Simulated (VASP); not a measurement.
# Si16HC16 (a cell with a defect) in VASP: notebook

Runs on Si16HC16 (a cell with a defect). Level: PBE. Tasks: single point.

All numbers are computed with VASP 6.6.1; they aren't measurements. Logs are shortened: lines on timing, memory, paths and dates and some standing lists are left out, and cuts for length are marked.

## 1. The cell of the first run

The cell holds a defect, 33 atoms: a = 6.184 Å, b = 6.184 Å, c = 10.149 Å, α = 90.00°, β = 90.00°, γ = 120.00°.

## 2. Single point, PBE, collinear spin

Contents of INCAR:

```
PREC = Accurate
ENCUT = 520
EDIFF = 1E-6
ISMEAR = 0
SIGMA = 0.02
LREAL = Auto
LASPH = T
NELM = 150
ALGO = Normal
ISIF = 2
LWAVE = F
LCHARG = T
ISPIN = 2
MAGMOM = 0 0 0 0 0 0 0 0 0 0 0 0 0 0 0 0 0 0 0 0 0 0 0 0 0 0 0 0 0 0 0 0 0.43
LORBIT = 11
GGA = PE
LELF = T
LVHAR = T
NBANDS = 90
```

Contents of KPOINTS:

```
regular mesh
0
Gamma
  2 2 2
```

Contents of POSCAR:

```
Si16HC16
1.0
    3.0919365181     -5.3553911431      0.0000000000
   -6.1838730361      0.0000000000      0.0000000000
    0.0000000000      0.0000000000    -10.1485845747
Si C H
16 16 1
Direct
    0.1653608441      0.3313425455      0.2501716354
    0.1661826328      0.3333398243      0.7499330516
    0.6665008969      0.3336747780      0.2512460709
    0.6664129481      0.3337328432      0.7500501123
    0.1658853623      0.8343843703      0.2509879069
    0.1665172489      0.8336928544      0.7500196647
    0.6686486392      0.8347682941      0.2504331497
    0.6666213363      0.8339000208      0.7499804474
    0.3366642981      0.1693438128     -0.0006351625
    0.3331000393      0.1669044900      0.5003336143
    0.8317515716      0.1688306102     -0.0004445940
    0.8330920900      0.1669581264      0.5003143012
    0.3336788952      0.6664258689     -0.0019269682
    0.3331919093      0.6667297675      0.4998632038
    0.8315598023      0.6644952274     -0.0004884425
    0.8331204726      0.6668963915      0.5003391323
    0.1665977286      0.3344841637      0.0615084789
    0.1662922420      0.3332982491      0.5622296349
    0.6667176878      0.3343451190      0.0627663883
    0.6664065994      0.3336404044      0.5625317460
    0.1676064317      0.8345307895      0.0622353783
    0.1664444251      0.8335608713      0.5622725965
    0.6662131495      0.8347593386      0.0619266653
    0.6666648438      0.8336890725      0.5622753555
    0.3338600211      0.1671902035      0.3124060283
    0.3332501683      0.1670194972      0.8120722589
    0.8328049027      0.1672952994      0.3123809017
    0.8328493439      0.1671902535      0.8120654599
    0.3333810645      0.6666579446      0.3116636588
    0.3330636274      0.6666492938      0.8110837466
    0.8328777265      0.6661838032      0.3124480046
    0.8331875078      0.6671068209      0.8122119828
    0.0034126359     -0.0130722843      1.1001864268
```

Potentials or basis: VASP PAW PBE potentials, release 64 (Si, C, H).

The run is started by

```
$ cat potpaw_PBE.64/Si/POTCAR potpaw_PBE.64/C/POTCAR potpaw_PBE.64/H/POTCAR > POTCAR
$ mpirun -np 1 vasp_std > vasp.out
```

OUTCAR:

```text
PREC = Accurate
   ENCUT = 520
   EDIFF = 1E-6
   ISMEAR = 0
   LREAL = Auto
   LASPH = T
   NELM = 150
   ISIF = 2
   ISPIN = 2
   LORBIT = 11
   GGA = PE

 ion  position               nearest neighbor table
   1  0.165  0.331  0.250-  27 1.89  25 1.89  29 1.90  17 1.91   7 3.07   5 3.07   3 3.09   3 3.09
                            10 3.10  12 3.10  14 3.11  11 3.11   9 3.11   5 3.11   7 3.11  13 3.13
   2  0.166  0.333  0.750-  30 1.89  28 1.89  26 1.89  18 1.90  13 3.09   8 3.09   6 3.09   4 3.09
                             4 3.09   6 3.09   8 3.10  12 3.10  10 3.10   9 3.10  11 3.10  14 3.10
   3  0.667  0.334  0.251-  31 1.89  25 1.89  27 1.89  19 1.91   5 3.09   1 3.09   7 3.09   7 3.09
                             1 3.09   5 3.09  16 3.09  12 3.09  10 3.09  11 3.11   9 3.11  15 3.11
   4  0.666  0.334  0.750-  28 1.89  26 1.89  32 1.89  20 1.90   9 3.09  11 3.09  15 3.09   8 3.09
                             2 3.09   6 3.09   6 3.09   2 3.09   8 3.09  16 3.10  10 3.10  12 3.10
   5  0.166  0.834  0.251-  25 1.89  31 1.89  29 1.90  21 1.92   1 3.07   7 3.08   3 3.09   3 3.09
                            10 3.09  16 3.10  14 3.10   7 3.11   1 3.11  15 3.12   9 3.12  13 3.13
   6  0.167  0.834  0.750-  30 1.89  26 1.89  32 1.89  22 1.91  13 3.09   2 3.09   4 3.09   8 3.09
                             8 3.09   4 3.09   2 3.09  10 3.10  16 3.10  15 3.10   9 3.10  14 3.10
   7  0.669  0.835  0.250-  27 1.89  31 1.89  29 1.90  23 1.91   1 3.07   5 3.08   3 3.09   3 3.09
                            12 3.10  16 3.10  14 3.10   5 3.11  15 3.11  11 3.11   1 3.11  13 3.13
   8  0.667  0.834  0.750-  30 1.89  28 1.89  32 1.89  24 1.90  13 3.09   2 3.09   4 3.09   6 3.09
                             6 3.09   4 3.09   2 3.10  12 3.10  16 3.10  15 3.10  14 3.10  11 3.10
   9  0.337  0.169  0.999-  19 1.88  26 1.90  17 1.90  21 1.90  15 3.06  11 3.06  13 3.08   4 3.09
[... 16 lines left out ...]
  18  0.166  0.333  0.562-  10 1.89  12 1.89  14 1.89   2 1.90
  19  0.667  0.334  0.063-  15 1.88   9 1.88  11 1.88   3 1.91
  20  0.666  0.334  0.563-  16 1.89  10 1.89  12 1.89   4 1.90
  21  0.168  0.835  0.062-   9 1.90  13 1.90  15 1.91   5 1.92
  22  0.166  0.834  0.562-  16 1.89  10 1.89  14 1.90   6 1.91
[... 8 lines left out ...]
  31  0.833  0.666  0.312-   3 1.89   5 1.89   7 1.89  16 1.91
  32  0.833  0.667  0.812-   6 1.89   4 1.89   8 1.89  15 1.90
  33  0.003  0.987  0.100-  15 2.01

  LATTYP: Found a hexagonal cell.
 ALAT       =     6.1838730362
 C/A-ratio  =     1.6411372800

  Lattice vectors:

 A1 = (   3.0919365181,  -5.3553911431,   0.0000000000)
 A2 = (  -6.1838730361,   0.0000000000,   0.0000000000)
 A3 = (   0.0000000000,   0.0000000000, -10.1485845747)

Analysis of symmetry for initial positions (statically):
=====================================================================
 Subroutine PRICEL returns:
 Original cell was already a primitive cell.

 Routine SETGRP: Setting up the symmetry group for a
 hexagonal supercell.

 Subroutine GETGRP returns: Found  1 space group operations
 (whereof  1 operations were pure point group operations)
 out of a pool of 24 trial point group operations.

The static configuration has the point symmetry C_1 .

Analysis of symmetry for dynamics (positions and initial velocities):
=====================================================================
 Subroutine PRICEL returns:
 Original cell was already a primitive cell.

 Routine SETGRP: Setting up the symmetry group for a
 hexagonal supercell.

 Subroutine GETGRP returns: Found  1 space group operations
 (whereof  1 operations were pure point group operations)
 out of a pool of 24 trial point group operations.

The dynamic configuration has the point symmetry C_1 .

Analysis of structural, dynamic, and magnetic symmetry:
=====================================================================
 Subroutine PRICEL returns:
 Original cell was already a primitive cell.

 Routine SETGRP: Setting up the symmetry group for a
 hexagonal supercell.

 Subroutine GETGRP returns: Found  1 space group operations
 (whereof  1 operations were pure point group operations)
 out of a pool of 24 trial point group operations.

The overall configuration has the point symmetry C_1 .

 Subroutine INISYM returns: Found  1 space group operations
 (whereof  1 operations are pure point group operations),
[... 128 lines left out ...]
   ions per type =              16  16   1
   NGX,Y,Z   is equivalent  to a cutoff of  12.90, 12.90, 13.10 a.u.
   NGXF,Y,Z  is equivalent  to a cutoff of  25.81, 25.81, 26.21 a.u.
 SYSTEM =  unknown system
   PREC   = accura    normal or accurate (medium, high low for compatibility)
   ISTART =      0    job   : 0-new  1-cont  2-samecut
   ICHARG =      2    charge: 1-file 2-atom 10-const
   ISPIN  =      2    spin polarized calculation?
   LNONCOLLINEAR =      F non collinear calculations
   LSORBIT =      F    spin-orbit coupling
   LASPH  =      T    aspherical Exc in radial PAW
   ENCUT  =  520.0 eV  38.22 Ry    6.18 a.u.  11.50 11.50 18.87*2*pi/ulx,y,z
   NELM   =    150;   NELMIN=  2; NELMDL= -5     # of ELM steps
   EDIFF  = 0.1E-05   stopping-criterion for ELM
   LREAL  =      T    real-space projection
   EDIFFG = 0.1E-04   stopping-criterion for IOM
   NSW    =      0    number of steps for IOM
   IBRION =     -1    ionic relax: 0-MD 1-quasi-New 2-CG
   NFREE  =      0    steps in history (QN), initial steepest desc. (CG)
   ISIF   =      2    stress and relaxation
   ISYM   =      2    0-nonsym 1-usesym 2-fastsym
   POTIM  = 0.5000    time-step for ionic-motion
   TEBEG  =    0.0;   TEEND  =   0.0 temperature during run
   PSTRESS=    0.0 pullay stress
   NELECT =     129.0000    total number of electrons
   NUPDOWN=      -1.0000    fix difference up-down
   EMIN   =  10.00;   EMAX   =-10.00  energy-range for DOS
   EFERMI =   0.00;   METHOD = LEGACY
   ISMEAR =     0;   SIGMA  =   0.02  broadening in eV -4-tet -1-fermi 0-gaus
   EFERMI_NEDOS =   21; number of points for ismear=-14 and -15
   IALGO  =     38    algorithm
   IMIX   =      4    mixing-type and parameters
     AMIX     =   0.40;   BMIX     =  1.00
     AMIX_MAG =   1.60;   BMIX_MAG =  1.00
  volume/ion in A,a.u.               =      10.18        68.73
  Fermi-wavevector in a.u.,A,eV,Ry     =   1.189741  2.248284 19.258815  1.415483
  Thomas-Fermi vector in A             =   2.325841
   LORBIT       =     11    0 simple, 1 ext, 2 COOP (PROOUT), +10 PAW based schemes
   GGA     = PE    functional components
   LHFCALC =     F    Hartree Fock is set to
   AEXX    =    0.0000 exact exchange contribution
   IVDW    =     0    specifies the selected vdW correction
   LEPSILON=     F    determine dielectric tensor
   LRPA    =     F    only Hartree local field effects (RPA)
 spin polarized calculation
 Gauss-broadening in eV      SIGMA  =   0.02
  energy-cutoff  :      520.00
  volume of cell :      336.09
 maximum number of plane-waves:      9074
 NGX is ok and might be reduce to    48
   NGX = 23   NGY = 23   NGZ = 37

 number of electron     129.0000001 magnetization       0.4999997

 Free energy of the ion-electron system (eV)
  ---------------------------------------------------
  ext. energy  EPLUGINS =         0.00000000
  ---------------------------------------------------
  free energy    TOTEN  =      -239.96543552 eV

  energy without entropy =     -239.96507059  energy(sigma->0) =     -239.96525306

 E-fermi :   9.8563     XC(G=0): -11.3210

 val. band max:        9.8330754760   @ k =   0.5000   0.5000   0.0000
 cond. band min:       9.8795911325   @ k =   0.5000   0.0000   0.5000
 fundamental gap:      0.0465156564
 Fermi energy:         9.8563344527

 spin component 1

 k-point     1 :       0.0000    0.0000    0.0000
  band No.  band energies     occupation
      1      -7.4215      1.00000
      2      -6.3028      1.00000
      3      -6.1281      1.00000
      4      -4.0938      1.00000
      5      -4.0770      1.00000
      6      -4.0552      1.00000
[... 621 lines left out ...]
     75      13.4664      0.00000
     76      13.5196      0.00000
 Fermi energy:         9.8563344527

 spin component 2

 k-point     1 :       0.0000    0.0000    0.0000
  band No.  band energies     occupation
      1      -7.3919      1.00000
      2      -6.2700      1.00000
      3      -6.1188      1.00000
      4      -4.0774      1.00000
      5      -4.0651      1.00000
      6      -4.0414      1.00000
[... 621 lines left out ...]
     75      13.4928      0.00000
     76      13.5437      0.00000
 [bands above 76 left out]

------------------------ aborting loop because EDIFF is reached ----------------------------------------

  FORCE on cell =-STRESS in cart. coord.  units (eV):
  Direction    XX          YY          ZZ          XY          YZ          ZX
  --------------------------------------------------------------------------------------
  -------------------------------------------------------------------------------------
  Total        5.0495977      5.5080151     -0.7447801     -0.3025883      0.0106475     -0.0880007
  in kB       24.0718864     26.2572036     -3.5504337     -1.4424658      0.0507576     -0.4195071
  external PRESSURE =      15.5928854 kB  Pullay stress =       0.0000000 kB

 VOLUME and BASIS-vectors are now :
 -----------------------------------------------------------------------------
  energy-cutoff  :      520.00
  volume of cell :      336.09
      direct lattice vectors                 reciprocal lattice vectors
     3.091936518 -5.355391143  0.000000000     0.000000000 -0.186727724  0.000000000
    -6.183873036  0.000000000  0.000000000    -0.161710953 -0.093363862  0.000000000
     0.000000000  0.000000000-10.148584575     0.000000000  0.000000000 -0.098535908

 POSITION                                       TOTAL-FORCE (eV/Angst)
 -----------------------------------------------------------------------------------
     -1.53770     -0.88557     -2.53889         0.025126      0.008742      0.028568
     -1.54751     -0.88997     -7.61076        -0.000145     -0.000083      0.031740
     -0.00262     -3.56937     -2.54979         0.000869     -0.001952     -0.004403
     -0.00325     -3.56890     -7.61195         0.001840     -0.003073      0.040087
     -4.64682     -0.88838     -2.54717        -0.025861      0.011868      0.017137
     -4.64059     -0.89176     -7.61164        -0.002680     -0.001121      0.034336
[... 25 lines left out ...]
     -1.54914     -4.46204     -8.24280         0.007438      0.004878      0.033339
     -6.09248     -0.01828     -1.01675         0.014428      0.073630     -0.886888
 -----------------------------------------------------------------------------------
    total drift:                                0.057385     -0.009074      0.027380

  FREE ENERGIE OF THE ION-ELECTRON SYSTEM (eV)
  ---------------------------------------------------
  free  energy   TOTEN  =      -239.9654355246 eV

  energy  without entropy=     -239.9650705896  energy(sigma->0) =     -239.96525306

 total charge

# of ion       s       p       d       tot
------------------------------------------
    1        0.702   0.951   0.000   1.654
    2        0.703   0.960   0.000   1.663
    3        0.707   0.958   0.000   1.665
    4        0.703   0.960   0.000   1.663
    5        0.704   0.952   0.000   1.655
    6        0.703   0.959   0.000   1.662
[... 25 lines left out ...]
   32        0.832   1.706   0.000   2.538
   33        0.457   0.027   0.000   0.485
--------------------------------------------------
tot         25.092  42.539   0.000  67.631

 magnetization (x)

# of ion       s       p       d       tot
------------------------------------------
    1        0.001   0.001   0.000   0.002
    2        0.000   0.002   0.000   0.002
    3        0.000   0.000   0.000   0.001
    4       -0.000   0.001   0.000   0.001
    5        0.002   0.001   0.000   0.003
    6        0.000   0.001   0.000   0.001
[... 25 lines left out ...]
   32        0.000   0.001   0.000   0.001
   33        0.105   0.002   0.000   0.106
--------------------------------------------------
tot          0.148   0.090   0.000   0.238
```

Wall time 17 min (1 thread of Oxide Virtual Turin-like, shared host); peak memory 0.71 GiB.

Results:

```yaml
Free_energy: -239.9654 eV
Pressure: 1.6 GPa
Largest_force: 0.890 eV/Å
Net_moment: 0.50 μB per cell
Site_moments: Si +0.00, +0.01, +0.05 (each value once); C +0.01, +0.00, -0.00 (each value once); H +0.11 μB
Valence_electrons_inside_the_program's_atomic_spheres: Si 1.65, 1.66, 1.67, 1.69 (each value once); C 2.52, 2.54, 2.55, 2.53 (each value once); H 0.48
```

Forces on the atoms (eV/Å):
```
Si   0.025  0.009  0.029
Si   0.000  0.000  0.032
Si   0.001 -0.002 -0.004
Si   0.002 -0.003  0.040
Si  -0.026  0.012  0.017
Si  -0.003 -0.001  0.034
Si   0.002 -0.027  0.024
Si  -0.002  0.001  0.031
Si  -0.017 -0.037  0.047
Si   0.000 -0.004  0.017
Si   0.007 -0.008  0.030
Si  -0.001  0.000  0.020
Si  -0.004 -0.004  0.046
Si  -0.003  0.001  0.037
Si   0.008  0.019  0.042
Si   0.002  0.001  0.017
C    0.042 -0.003  0.042
C   -0.003 -0.001  0.024
C    0.012 -0.011  0.004
C    0.003 -0.002  0.019
C   -0.079  0.039  0.040
C   -0.001  0.000  0.024
C    0.012 -0.036  0.032
C    0.000  0.003  0.024
C   -0.001 -0.010  0.010
C   -0.004 -0.013  0.037
C    0.004 -0.003  0.017
C    0.003 -0.003  0.031
C   -0.005  0.002  0.050
C   -0.003  0.001  0.032
C    0.007  0.003  0.009
C    0.007  0.005  0.033
H    0.014  0.074 -0.887
```

Stress tensor (GPa, compression positive):
```
 2.41 -0.14 -0.04
-0.14  2.63  0.01
-0.04  0.01 -0.36
```

Caveat: the k points lie up to 0.59 Å⁻¹ apart.

(Part 1 of 2 ends here.)
